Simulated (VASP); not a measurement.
# InSe (P-6m2) in VASP: a series of runs, part 2 of 3

VASP 6.6.1. The steps go on from the part before.

**3. Single point, RPBE**

The input, INCAR:

```
  PREC = Accurate
  ENCUT = 520
  EDIFF = 1E-6
  ISMEAR = -1
  SIGMA = 0.05
  LREAL = False
  LASPH = True
  NELM = 60
  ALGO = Normal
  ISIF = 2
  LWAVE = False
  LCHARG = False
  GGA = RP
  NBANDS = 48
```

The input, KPOINTS:

```
regular mesh
0
Gamma
  6 6 2
```

The input, POSCAR:

```
InSe
1.0
    4.0473293151      0.0000000000      0.0000000000
   -2.0236646576      3.5050900044      0.0000000000
    0.0000000000      0.0000000000     18.0520649100
In Se
4 4
Direct
    0.3333333333      0.6666666667      0.0773904900
    0.3333333333      0.6666666667      0.9226095100
    0.0000000000      0.0000000000      0.4226063200
    0.0000000000      0.0000000000      0.5773936800
    0.3333333333      0.6666666667      0.3529842800
    0.3333333333      0.6666666667      0.6470157200
    0.6666666667      0.3333333333      0.1469999300
    0.6666666667      0.3333333333      0.8530000700
```

Potentials or basis: VASP PAW PBE potentials, release 64 (In_d, Se).

Launch:

```bash
$ cat potpaw_PBE.64/In_d/POTCAR potpaw_PBE.64/Se/POTCAR > POTCAR
$ mpirun -np 1 vasp_std > vasp.out
```

OUTCAR:

```text
PREC = Accurate
   ENCUT = 520
   EDIFF = 1E-6
   ISMEAR = -1
   LREAL = False
   LASPH = True
   NELM = 60
   ISIF = 2
   GGA = RP

 ion  position               nearest neighbor table
   1  0.333  0.667  0.077-   7 2.65   7 2.65   7 2.65   2 2.79
   2  0.333  0.667  0.923-   8 2.65   8 2.65   8 2.65   1 2.79
   3  0.000  0.000  0.423-   5 2.65   5 2.65   5 2.65   4 2.79
   4  0.000  0.000  0.577-   6 2.65   6 2.65   6 2.65   3 2.79
   5  0.333  0.667  0.353-   3 2.65   3 2.65   3 2.65
   6  0.333  0.667  0.647-   4 2.65   4 2.65   4 2.65
   7  0.667  0.333  0.147-   1 2.65   1 2.65   1 2.65
   8  0.667  0.333  0.853-   2 2.65   2 2.65   2 2.65

  LATTYP: Found a hexagonal cell.
 ALAT       =     4.0473293151
 C/A-ratio  =     4.4602411874

  Lattice vectors:

 A1 = (   4.0473293151,   0.0000000000,   0.0000000000)
 A2 = (  -2.0236646576,   3.5050900044,   0.0000000000)
 A3 = (   0.0000000000,   0.0000000000,  18.0520649100)

Analysis of symmetry for initial positions (statically):
=====================================================================
[... 178 lines left out ...]

 k-point     1 :       0.0000    0.0000    0.0000
  band No.  band energies     occupation
      1     -11.4115      2.00000
      2     -11.4086      2.00000
      3     -11.2284      2.00000
      4     -11.2284      2.00000
      5     -11.2254      2.00000
      6     -11.2254      2.00000
[... 703 lines left out ...]
     47       9.0663      0.00000
     48       9.0734      0.00000

------------------------ aborting loop because EDIFF is reached ----------------------------------------

  FORCE on cell =-STRESS in cart. coord.  units (eV):
  Direction    XX          YY          ZZ          XY          YZ          ZX
  --------------------------------------------------------------------------------------
  -------------------------------------------------------------------------------------
  Total        4.9115601      4.9115601      4.6094723     -0.0000000      0.0000000      0.0000000
  in kB       30.7280814     30.7280814     28.8381363     -0.0000000      0.0000000      0.0000000
  external PRESSURE =      30.0980997 kB  Pullay stress =       0.0000000 kB

 VOLUME and BASIS-vectors are now :
 -----------------------------------------------------------------------------
  energy-cutoff  :      520.00
  volume of cell :      256.09
      direct lattice vectors                 reciprocal lattice vectors
     4.047329315  0.000000000  0.000000000     0.247076510  0.142649689  0.000000000
    -2.023664658  3.505090004  0.000000000     0.000000000  0.285299379  0.000000000
     0.000000000  0.000000000 18.052064910     0.000000000  0.000000000  0.055395325

 POSITION                                       TOTAL-FORCE (eV/Angst)
 -----------------------------------------------------------------------------------
     -0.00000      2.33673      1.39706        -0.000000     -0.000000     -0.131540
     -0.00000      2.33673     16.65501        -0.000000     -0.000000      0.131540
      0.00000      0.00000      7.62892         0.000000     -0.000000      0.129548
      0.00000      0.00000     10.42315         0.000000      0.000000     -0.129548
     -0.00000      2.33673      6.37210         0.000000      0.000000     -0.355370
     -0.00000      2.33673     11.67997         0.000000      0.000000      0.355370
      2.02366      1.16836      2.65365        -0.000000     -0.000000      0.357778
      2.02366      1.16836     15.39841        -0.000000     -0.000000     -0.357778
 -----------------------------------------------------------------------------------
    total drift:                               -0.000001      0.000000     -0.000000

  FREE ENERGIE OF THE ION-ELECTRON SYSTEM (eV)
  ---------------------------------------------------
  free  energy   TOTEN  =       -25.8699514249 eV

  energy  without entropy=      -25.8699448040  energy(sigma->0) =      -25.86994811
```

OSZICAR:

```text
N       E                     dE             d eps       ncg     rms          rms(c)
DAV:   1     0.776959486470E+03    0.77696E+03   -0.33667E+04  1344   0.171E+03
DAV:   2     0.920326229432E+02   -0.68493E+03   -0.66334E+03  1344   0.451E+02
DAV:   3    -0.189861320038E+02   -0.11102E+03   -0.10737E+03  1624   0.192E+02
DAV:   4    -0.264114561170E+02   -0.74253E+01   -0.73641E+01  1608   0.491E+01
DAV:   5    -0.266951140973E+02   -0.28366E+00   -0.28352E+00  1616   0.100E+01    0.102E+01
DAV:   6    -0.258444904715E+02    0.85062E+00   -0.13283E+00  1776   0.150E+01    0.597E+00
DAV:   7    -0.258665515461E+02   -0.22061E-01   -0.11270E+00  1920   0.566E+00    0.149E+00
DAV:   8    -0.258609578670E+02    0.55937E-02   -0.12440E-01  1896   0.344E+00    0.101E+00
DAV:   9    -0.258673397800E+02   -0.63819E-02   -0.22981E-02  1592   0.690E-01    0.377E-01
DAV:  10    -0.258688787882E+02   -0.15390E-02   -0.26180E-03  2016   0.355E-01    0.220E-01
DAV:  11    -0.258699162844E+02   -0.10375E-02   -0.20839E-03  1456   0.264E-01    0.840E-02
DAV:  12    -0.258698930108E+02    0.23274E-04   -0.13188E-04  2088   0.104E-01    0.472E-02
DAV:  13    -0.258699452825E+02   -0.52272E-04   -0.87668E-05  1696   0.413E-02    0.217E-02
DAV:  14    -0.258699495880E+02   -0.43055E-05   -0.13667E-05  1528   0.388E-02    0.395E-03
DAV:  15    -0.258699511089E+02   -0.15209E-05   -0.46097E-06  1200   0.876E-03    0.264E-03
DAV:  16    -0.258699514249E+02   -0.31600E-06   -0.50685E-07  1024   0.634E-03
   1 F= -.25869951E+02 E0= -.25869948E+02  d E =-.662093E-05
```

stdout:

```text
POSCAR found type information on POSCAR InSe
 POSCAR found :  2 types and       8 ions
 scaLAPACK will be used
 -----------------------------------------------------------------------------
|                                                                             |
|                                                                             |
|     You enforced a specific xc type in the INCAR file but a different       |
|     I HOPE YOU KNOW WHAT YOU ARE DOING!                                     |
|                                                                             |
 -----------------------------------------------------------------------------

 LDA part: xc-table for (Slater+PW92), standard interpolation
 POSCAR, INCAR and KPOINTS ok, starting setup
 FFT: planning ... GRIDC
 FFT: planning ... GRID_SOFT
 FFT: planning ... GRID
 WAVECAR not read
 entering main loop
```

It took 2.4 min on 1 thread of Intel Xeon 6975P-C (Granite Rapids), shared host; peak memory 0.41 GiB.

What came out:

```
Free energy            : -25.8700 eV
Pressure               : 3.0 GPa
Largest force          : 0.358 eV/Å
Band gap on the k mesh : 0.85 eV
```

Forces on the atoms (eV/Å):
```
In   0.000  0.000 -0.132
In   0.000  0.000  0.132
In   0.000  0.000  0.130
In   0.000  0.000 -0.130
Se   0.000  0.000 -0.355
Se   0.000  0.000  0.355
Se   0.000  0.000  0.358
Se   0.000  0.000 -0.358
```

Stress tensor (GPa, compression positive):
```
3.07 0.00 0.00
0.00 3.07 0.00
0.00 0.00 2.88
```

Levels at points of the mesh, in eV from the valence-band top:
| k point | band 34 | band 35 | band 36 | band 37 | band 38 | band 39 | band 40 | band 41 | band 42 | band 43 |
| --- | --- | --- | --- | --- | --- | --- | --- | --- | --- | --- |
| (0.00, 0.00, 0.00) | -1.00 | -0.95 | -0.95 | -0.89 | 0.00 | 0.85 | 1.58 | 2.35 | 2.39 | 4.51 |
| (0.50, 0.00, 0.00) | -1.95 | -1.93 | -1.86 | -1.41 | -1.29 | 1.81 | 1.81 | 2.02 | 2.03 | 3.77 |
| (0.00, 0.00, 0.50) | -0.97 | -0.97 | -0.97 | -0.51 | -0.50 | 1.28 | 1.29 | 2.37 | 2.38 | 4.53 |
| (0.50, 0.00, 0.50) | -2.01 | -1.90 | -1.89 | -1.35 | -1.32 | 1.72 | 1.79 | 2.02 | 2.15 | 3.79 |

Caveat: the cell stands under pressure; the PAW data sets were made with another functional, which shifts forces and pressure a little; spin-orbit coupling is left out, which moves the levels of the heavy elements; this functional lacks dispersion, which binds the layers, so the pressure and a relaxed spacing across them are unreliable. A k mesh can miss the band edges.

**4. Single point, revPBE**

The input, INCAR:

```
SYSTEM = InSe
ALGO = Normal
EDIFF = 1E-7
ENCUT = 520
GGA = RE
ISIF = 2
ISMEAR = -1
LASPH = .TRUE.
LCHARG = .FALSE.
LREAL = .FALSE.
LWAVE = .FALSE.
NBANDS = 48
NELM = 100
PREC = Accurate
SIGMA = 0.05
```

The input, KPOINTS:

```
k-points
0
G
  6 6 2
  0 0 0
```

POSCAR is that of step 3.

Launch:

```bash
$ cat potpaw_PBE.64/In_d/POTCAR potpaw_PBE.64/Se/POTCAR > POTCAR
$ mpirun -np 1 vasp_std > vasp.out
```

It took 2.6 min on 1 thread of Intel Xeon 6975P-C (Granite Rapids), shared host; peak memory 0.41 GiB.

Results (log left out):

```yaml
Free_energy: -26.1860 eV
Pressure: 2.6 GPa
Largest_force: 0.323 eV/Å
Band_gap_on_the_k_mesh: 0.83 eV
```

Forces on the atoms (eV/Å):
```
In   0.000  0.000 -0.129
In   0.000  0.000  0.129
In   0.000  0.000  0.127
In   0.000  0.000 -0.127
Se   0.000  0.000 -0.321
Se   0.000  0.000  0.321
Se   0.000  0.000  0.323
Se   0.000  0.000 -0.323
```

Stress tensor (GPa, compression positive):
```
2.65 0.00 0.00
0.00 2.65 0.00
0.00 0.00 2.52
```

Levels at points of the mesh, in eV from the valence-band top:
```tsv
k point	band 35	band 36	band 37	band 38	band 39	band 40	band 41	band 42
(0.00, 0.00, 0.00)	-0.95	-0.95	-0.90	0.00	0.83	1.56	2.32	2.36
(0.50, 0.00, 0.00)	-1.93	-1.86	-1.42	-1.30	1.79	1.79	2.00	2.01
(0.00, 0.00, 0.50)	-0.97	-0.97	-0.52	-0.51	1.26	1.27	2.34	2.35
(0.50, 0.00, 0.50)	-1.90	-1.89	-1.36	-1.32	1.70	1.77	2.00	2.13
```

Caveat: the PAW data sets were made with another functional, which shifts forces and pressure a little; spin-orbit coupling is left out, which moves the levels of the heavy elements; this functional lacks dispersion, which binds the layers, so the pressure and a relaxed spacing across them are unreliable. A k mesh can miss the band edges.

[end of part 2 of 3]
